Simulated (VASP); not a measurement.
# Mo (P6_3/mmc) in VASP: further runs

Runs on Mo. Level: LDA. Tasks: single point.

Program: VASP 6.6.1. These are calculated values, not measurements. Logs are shortened: lines on timing, memory, paths and dates and some standing lists are left out, and cuts for length are marked.

## 1. The cell of the first run

It takes space group P6_3/mmc (No. 194, hexagonal). Conventional cell: a = 2.599 Å, b = 2.599 Å, c = 3.983 Å, α = 90.00°, β = 90.00°, γ = 120.00°. Mo (site symmetry -6m2) has 12 Mo at 2.49 to 2.60 Å within 3.3 Å.

## 2. Single point, LDA

Contents of INCAR:

```
SYSTEM = Mo
PREC = Accurate ; ENCUT = 520
EDIFF = 1E-6 ; ISMEAR = -1
SIGMA = 0.05 ; LREAL = .False.
LASPH = .True. ; NELM = 80
ALGO = Normal ; ISIF = 2
LWAVE = .False. ; LCHARG = .False.
GGA = CA ; NBANDS = 21
```

Contents of KPOINTS:

```
Automatic mesh
0
Gamma
  17 17 9
  0 0 0
```

Contents of POSCAR:

```
Mo
1.0
    2.5991586380      0.0000000000      0.0000000000
   -1.2995793190      2.2509374090      0.0000000000
    0.0000000000      0.0000000000      3.9832527851
Mo
2
Direct
    0.3333333333      0.6666666667      0.2500000000
    0.6666666667      0.3333333333      0.7500000000
```

Potentials or basis: VASP PAW LDA potentials, release 64 (Mo_sv).

Launch:

```bash
> cat potpaw_LDA.64/Mo_sv/POTCAR > POTCAR
> mpirun -np 1 vasp_std > vasp.out
```

OUTCAR:

```text
SYSTEM = Mo
   PREC = Accurate
   ENCUT = 520
   EDIFF = 1E-6
   ISMEAR = -1
   LREAL = .False.
   LASPH = .True.
   NELM = 80
   ISIF = 2
   GGA = CA

 ion  position               nearest neighbor table
   1  0.333  0.667  0.250-   2 2.49   2 2.49   2 2.49   2 2.49   2 2.49   2 2.49
   2  0.667  0.333  0.750-   1 2.49   1 2.49   1 2.49   1 2.49   1 2.49   1 2.49

  LATTYP: Found a hexagonal cell.
 ALAT       =     2.5991586380
 C/A-ratio  =     1.5325162254

  Lattice vectors:

 A1 = (   2.5991586380,   0.0000000000,   0.0000000000)
 A2 = (  -1.2995793190,   2.2509374090,   0.0000000000)
 A3 = (   0.0000000000,   0.0000000000,   3.9832527851)

Analysis of symmetry for initial positions (statically):
=====================================================================
 Subroutine PRICEL returns:
 Original cell was already a primitive cell.

 Routine SETGRP: Setting up the symmetry group for a
 hexagonal supercell.

 Subroutine GETGRP returns: Found 24 space group operations
 (whereof 12 operations were pure point group operations)
 out of a pool of 24 trial point group operations.

The static configuration has the point symmetry D_3d.
 The point group associated with its full space group is D_6h.

Analysis of symmetry for dynamics (positions and initial velocities):
=====================================================================
 Subroutine PRICEL returns:
 Original cell was already a primitive cell.

 Routine SETGRP: Setting up the symmetry group for a
 hexagonal supercell.

 Subroutine GETGRP returns: Found 24 space group operations
 (whereof 12 operations were pure point group operations)
 out of a pool of 24 trial point group operations.

The dynamic configuration has the point symmetry D_3d.
 The point group associated with its full space group is D_6h.

 Subroutine INISYM returns: Found 24 space group operations
 (whereof 12 operations are pure point group operations),
 and found     1 'primitive' translations

----------------------------------------------------------------------------------------

                                     Primitive cell

  volume of cell :      23.3042

  direct lattice vectors                    reciprocal lattice vectors
     2.599158638  0.000000000  0.000000000     0.384739887  0.222129677  0.000000000
    -1.299579319  2.250937409  0.000000000     0.000000000  0.444259354  0.000000000
     0.000000000  0.000000000  3.983252785     0.000000000  0.000000000  0.251051102

  length of vectors
     2.599158638  2.599158638  3.983252785     0.444259354  0.444259354  0.251051102

  position of ions in fractional coordinates (direct lattice)
     0.333333333  0.666666667  0.250000000
     0.666666667  0.333333333  0.750000000

  ion indices of the primitive-cell ions
   primitive index   ion index
                 1           1
                 2           2

----------------------------------------------------------------------------------------

 KPOINTS: Automatic mesh

Automatic generation of k-mesh.
 Grid dimensions read from file:
 generate k-points for:   17   17    9

 Generating k-lattice:

  Cartesian coordinates                     Fractional coordinates (reciprocal lattice)
     0.022631758  0.013066452  0.000000000     0.058823529  0.000000000  0.000000000
     0.000000000  0.026132903  0.000000000     0.000000000  0.058823529  0.000000000
     0.000000000  0.000000000  0.027894567     0.000000000  0.000000000  0.111111111

  Length of vectors
     0.026132903  0.026132903  0.027894567

  Shift w.r.t. Gamma in fractional coordinates (k-lattice)
     0.000000000  0.000000000  0.000000000

 Subroutine IBZKPT returns following result:
 ===========================================

 Found    165 irreducible k-points:

 Following reciprocal coordinates:
            Coordinates               Weight
  0.000000  0.000000  0.000000      1.000000
  0.058824  0.000000  0.000000      6.000000
  0.117647  0.000000  0.000000      6.000000
  0.176471  0.000000  0.000000      6.000000
  0.235294  0.000000  0.000000      6.000000
  0.294118  0.000000  0.000000      6.000000
[... 16 lines left out ...]
  0.411765  0.117647  0.000000     12.000000
  0.176471  0.176471  0.000000      6.000000
 [... further k-points ...]
   k-points           NKPTS =    165   k-points in BZ     NKDIM =    165   number of bands    NBANDS=     21
   number of dos      NEDOS =    301   number of ions     NIONS =      2
   total plane-waves  NPLWV =  12000
   dimension x,y,z NGX =    20 NGY =   20 NGZ =   30
   dimension x,y,z NGXF=    40 NGYF=   40 NGZF=   60
   ions per type =               2
   NGX,Y,Z   is equivalent  to a cutoff of  12.79, 12.79, 12.52 a.u.
   NGXF,Y,Z  is equivalent  to a cutoff of  25.58, 25.58, 25.04 a.u.
 SYSTEM =  Mo
   PREC   = accura    normal or accurate (medium, high low for compatibility)
   ISTART =      0    job   : 0-new  1-cont  2-samecut
   ICHARG =      2    charge: 1-file 2-atom 10-const
   ISPIN  =      1    spin polarized calculation?
   LNONCOLLINEAR =      F non collinear calculations
   LSORBIT =      F    spin-orbit coupling
   LASPH  =      T    aspherical Exc in radial PAW
   ENCUT  =  520.0 eV  38.22 Ry    6.18 a.u.   4.83  4.83  7.41*2*pi/ulx,y,z
   NELM   =     80;   NELMIN=  2; NELMDL= -5     # of ELM steps
   EDIFF  = 0.1E-05   stopping-criterion for ELM
   LREAL  =      F    real-space projection
   EDIFFG = 0.1E-04   stopping-criterion for IOM
   NSW    =      0    number of steps for IOM
   IBRION =     -1    ionic relax: 0-MD 1-quasi-New 2-CG
   NFREE  =      0    steps in history (QN), initial steepest desc. (CG)
   ISIF   =      2    stress and relaxation
   ISYM   =      2    0-nonsym 1-usesym 2-fastsym
   POTIM  = 0.5000    time-step for ionic-motion
   TEBEG  =    0.0;   TEEND  =   0.0 temperature during run
   PSTRESS=    0.0 pullay stress
   NELECT =      28.0000    total number of electrons
   NUPDOWN=      -1.0000    fix difference up-down
   EMIN   =  10.00;   EMAX   =-10.00  energy-range for DOS
   EFERMI =   0.00;   METHOD = LEGACY
   ISMEAR =    -1;   SIGMA  =   0.05  broadening in eV -4-tet -1-fermi 0-gaus
   EFERMI_NEDOS =   21; number of points for ismear=-14 and -15
   IALGO  =     38    algorithm
   IMIX   =      4    mixing-type and parameters
     AMIX     =   0.40;   BMIX     =  1.00
     AMIX_MAG =   1.60;   BMIX_MAG =  1.00
  volume/ion in A,a.u.               =      11.65        78.63
  Fermi-wavevector in a.u.,A,eV,Ry     =   1.740402  3.288882 41.212018  3.028998
  Thomas-Fermi vector in A             =   2.813058
   LORBIT       =      0    0 simple, 1 ext, 2 COOP (PROOUT), +10 PAW based schemes
   GGA     = CA    functional components
   LHFCALC =     F    Hartree Fock is set to
   AEXX    =    0.0000 exact exchange contribution
   IVDW    =     0    specifies the selected vdW correction
   LEPSILON=     F    determine dielectric tensor
   LRPA    =     F    only Hartree local field effects (RPA)
 non-spin polarized calculation
  energy-cutoff  :      520.00
  volume of cell :       23.30
 maximum number of plane-waves:       640
 NGX is ok and might be reduce to    20
   NGX =  9   NGY =  9   NGZ = 15

 number of electron      28.0000001 magnetization

 Free energy of the ion-electron system (eV)
  ---------------------------------------------------
  ext. energy  EPLUGINS =         0.00000000
  ---------------------------------------------------
  free energy    TOTEN  =       -21.11929614 eV

  energy without entropy =      -21.10530586  energy(sigma->0) =      -21.11230100

 E-fermi :  17.3866     XC(G=0): -15.2897

 val. band max:       17.3856206490   @ k =   0.3529   0.0000   0.0000
 cond. band min:      17.3893458008   @ k =   0.2353   0.2353   0.0000
 fundamental gap:      0.0037251518
 Fermi energy:        17.3866336469

 k-point     1 :       0.0000    0.0000    0.0000
  band No.  band energies     occupation
      1     -43.3618      2.00000
      2     -42.3913      2.00000
      3     -19.2332      2.00000
      4     -16.3407      2.00000
      5     -16.3407      2.00000
      6     -15.7623      2.00000
[... 13 lines left out ...]
     20      22.0904      0.00000
     21      30.5174      0.00000

 k-point     2 :       0.0588    0.0000    0.0000
  band No.  band energies     occupation
      1     -43.3416      2.00000
      2     -42.3845      2.00000
      3     -19.1981      2.00000
      4     -16.4240      2.00000
      5     -16.3698      2.00000
      6     -15.8456      2.00000
[... 13 lines left out ...]
     20      23.7125      0.00000
     21      30.9246      0.00000

 k-point     3 :       0.1176    0.0000    0.0000
  band No.  band energies     occupation
      1     -43.2824      2.00000
      2     -42.3654      2.00000
      3     -19.0946      2.00000
      4     -16.6603      2.00000
      5     -16.4504      2.00000
      6     -16.0789      2.00000
[... 13 lines left out ...]
     20      25.6702      0.00000
     21      32.0682      0.00000

 k-point     4 :       0.1765    0.0000    0.0000
  band No.  band energies     occupation
      1     -43.1898      2.00000
      2     -42.3384      2.00000
      3     -18.9283      2.00000
      4     -17.0126      2.00000
      5     -16.5662      2.00000
      6     -16.4195      2.00000
[... 13 lines left out ...]
     20      27.6586      0.00000
     21      33.2791      0.00000

 k-point     5 :       0.2353    0.0000    0.0000
  band No.  band energies     occupation
      1     -43.0721      2.00000
      2     -42.3102      2.00000
      3     -18.7088      2.00000
      4     -17.4277      2.00000
      5     -16.8117      2.00000
      6     -16.6979      2.00000
[... 13 lines left out ...]
     20      29.5980      0.00000
     21      33.0596      0.00000
[... 382 lines left out ...]
     20      32.1199      0.00000
     21      32.6530      0.00000

 k-point    22 :       0.3529    0.1176    0.0000
  band No.  band energies     occupation
      1     -42.6638      2.00000
      2     -42.2885      2.00000
      3     -18.4147      2.00000
      4     -17.8360      2.00000
      5     -17.7745      2.00000
      6     -17.1444      2.00000
[... 13 lines left out ...]
     20      30.5702      0.00000
     21      32.0911      0.00000

 k-point    23 :       0.4118    0.1176    0.0000
  band No.  band energies     occupation
      1     -42.5945      2.00000
      2     -42.3042      2.00000
      3     -18.5510      2.00000
      4     -17.8482      2.00000
      5     -17.6582      2.00000
      6     -17.2271      2.00000
[... 13 lines left out ...]
     20      28.9027      0.00000
     21      31.1985      0.00000

 k-point    24 :       0.1765    0.1765    0.0000
  band No.  band energies     occupation
      1     -42.9107      2.00000
      2     -42.2841      2.00000
      3     -18.3895      2.00000
      4     -17.6041      2.00000
      5     -17.5891      2.00000
      6     -16.7081      2.00000
[... 13 lines left out ...]
     20      32.1209      0.00000
     21      32.6551      0.00000

 [... further k-points ...]
[... 5 lines left out ...]
  --------------------------------------------------------------------------------------
  -------------------------------------------------------------------------------------
  Total       17.8529619     17.8529619     17.8999501      0.0000000     -0.0000000      0.0000000
  in kB     1227.4018834   1227.4018834   1230.6323508      0.0000000     -0.0000000      0.0000000
  external PRESSURE =    1228.4787058 kB  Pullay stress =       0.0000000 kB

 VOLUME and BASIS-vectors are now :
 -----------------------------------------------------------------------------
  energy-cutoff  :      520.00
  volume of cell :       23.30
      direct lattice vectors                 reciprocal lattice vectors
     2.599158638  0.000000000  0.000000000     0.384739887  0.222129677  0.000000000
    -1.299579319  2.250937409  0.000000000     0.000000000  0.444259354  0.000000000
     0.000000000  0.000000000  3.983252785     0.000000000  0.000000000  0.251051102

 POSITION                                       TOTAL-FORCE (eV/Angst)
 -----------------------------------------------------------------------------------
     -0.00000      1.50062      0.99581        -0.000000     -0.000000      0.000000
      1.29958      0.75031      2.98744         0.000000      0.000000      0.000000
 -----------------------------------------------------------------------------------
    total drift:                               -0.000000      0.000000     -0.000000

  FREE ENERGIE OF THE ION-ELECTRON SYSTEM (eV)
  ---------------------------------------------------
  free  energy   TOTEN  =       -21.1192961356 eV

  energy  without entropy=      -21.1053058592  energy(sigma->0) =      -21.11230100
```

Wall time 96 s (1 thread of AMD EPYC 7R13, shared host); peak memory 0.14 GiB.

Results:

* Free energy: -21.1193 eV
* Pressure: 122.8 GPa
* Band gap on the k mesh: zero (band 14 reaches 18.98 eV, above the bottom of band 15 at 15.99 eV)

Stress tensor (GPa, compression positive):
```
122.74   0.00   0.00
  0.00 122.74   0.00
  0.00   0.00 123.06
```

## 3. Single point, LDA

Contents of INCAR:

```
SYSTEM = Mo
ALGO = Normal ; EDIFF = 1E-6
ENCUT = 520 ; GGA = CA
ISIF = 2 ; ISMEAR = -1
LASPH = .True. ; LCHARG = .False.
LREAL = .False. ; LWAVE = .False.
NBANDS = 21 ; NELM = 100
PREC = Accurate ; SIGMA = 0.05
```

Contents of KPOINTS:

```
k-points
0
Gamma
  17 17 9
  0 0 0
```

Contents of POSCAR:

```
Mo
1.0
    2.6007675883      0.0000000000      0.0000000000
   -1.3003837941      2.2523308008      0.0000000000
    0.0000000000      0.0000000000      3.9799870723
Mo
2
Direct
    0.3333333333      0.6666666667      0.2500000000
    0.6666666667      0.3333333333      0.7500000000
```

Potentials or basis: VASP PAW LDA potentials, release 64 (Mo_sv).

Launch:

```bash
> cat potpaw_LDA.64/Mo_sv/POTCAR > POTCAR
> mpirun -np 1 vasp_std > vasp.out
```

It took 91 s on 1 thread of AMD EPYC 7R13, shared host; peak memory 0.14 GiB.

Results (log left out):

- Free energy: -21.1267 eV
- Pressure: 122.6 GPa
- Band gap on the k mesh: zero (band 14 reaches 18.96 eV, above the bottom of band 15 at 15.98 eV)

Stress tensor (GPa, compression positive):
```
122.43   0.00   0.00
  0.00 122.43   0.00
  0.00   0.00 122.88
```

Levels at points of the mesh, in eV from the Fermi level:
```csv
k point,band 12,band 13,band 14,band 15,band 16,band 17
"(0.00, 0.00, 0.00)",-1.67,-0.64,-0.28,-0.28,0.21,0.21
```
